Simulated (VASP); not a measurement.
# Co: single point with LDA

Co:

```xyz
2
Lattice="2.3593 0.0000 0.0000 -1.1797 2.0432 0.0000 0.0000 0.0000 3.8057" Properties=species:S:1:pos:R:3 pbc="T T T"
Co    1.1797    0.6811    0.9514
Co    0.0000    1.3622    2.8543
```

| Quantity | Value |
| --- | --- |
| Program | VASP 6.6.1 |
| Task | single point |
| Functional | LDA |
| Potentials or basis | VASP PAW LDA potentials, release 64 (Co) |
| Cutoff | 520 eV |
| k mesh | 24 × 24 × 12 |
| Occupations | gaussian, width 0.15 eV |
| Spin | collinear spin, ferromagnetic start |
| Starting moments | [1.1, 1.1] μB |
| Fixed moment | 2.2 μB |
| Dipole correction | no |
| Further INCAR settings | ALGO = Normal; EDIFF = 1e-06; NBANDS = 20 |

- Pressure: 22.4 GPa
- Net moment: 2.20 μB per cell
- Site moments: Co +1.09 μB
- Valence electrons inside the program's atomic spheres: Co 8.66

Stress tensor (GPa, compression positive):
```
22.65  0.00  0.00
 0.00 22.65  0.00
 0.00  0.00 21.90
```

Wall time 2.6 min on 1 thread of Intel(R) Xeon(R) Platinum 8375C CPU @ 2.90GHz (Ice Lake), on a shared host, peak memory 0.3 GiB.

Caveat: the total moment is fixed, so each spin has its own Fermi level.
